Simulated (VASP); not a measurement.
A run of VASP 6.6.1:

INCAR

```
  PREC = Accurate
  ENCUT = 520
  EDIFF = 1E-7
  ISMEAR = 0
  SIGMA = 0.02
  LREAL = False
  LASPH = True
  NELM = 100
  ALGO = Normal
  ISIF = 2
  LWAVE = False
  LCHARG = False
  GGA = PE
  NBANDS = 39
```

Contents of KPOINTS:

```
regular mesh
0
Gamma
  6 6 4
```

POSCAR

```
Te2Pb3Se
1.0
    4.6049417647      0.0000000000      0.0000000000
   -2.3024708824      3.9879965512      0.0000000000
    0.0000000000      0.0000000000     11.2849807524
Te Pb Se
2 3 1
Direct
    0.3333333333      0.6666666667      0.6730976007
    0.6666666667      0.3333333333      0.3269023993
    0.6666666667      0.3333333333      0.8468560005
    0.0000000000      0.0000000000      0.5000000000
    0.3333333333      0.6666666667      0.1531439995
    0.0000000000      0.0000000000      0.0000000000
```

Potentials or basis: VASP PAW PBE potentials, release 64 (Te, Pb_d, Se).

Command:

```bash
$ cat potpaw_PBE.64/Te/POTCAR potpaw_PBE.64/Pb_d/POTCAR potpaw_PBE.64/Se/POTCAR > POTCAR
$ mpirun -np 1 vasp_std > vasp.out
```

Hardware: 1 thread of Intel(R) Xeon(R) Platinum 8124M CPU @ 3.00GHz (Skylake/Cascade Lake), on a shared host.

How long does it take, and how much memory?

Run time: 3.7 min on 1 thread of Intel(R) Xeon(R) Platinum 8124M CPU @ 3.00GHz (Skylake/Cascade Lake), on a shared host, peak memory 0.43 GiB. Counts: scf iterations 17, k points 24.
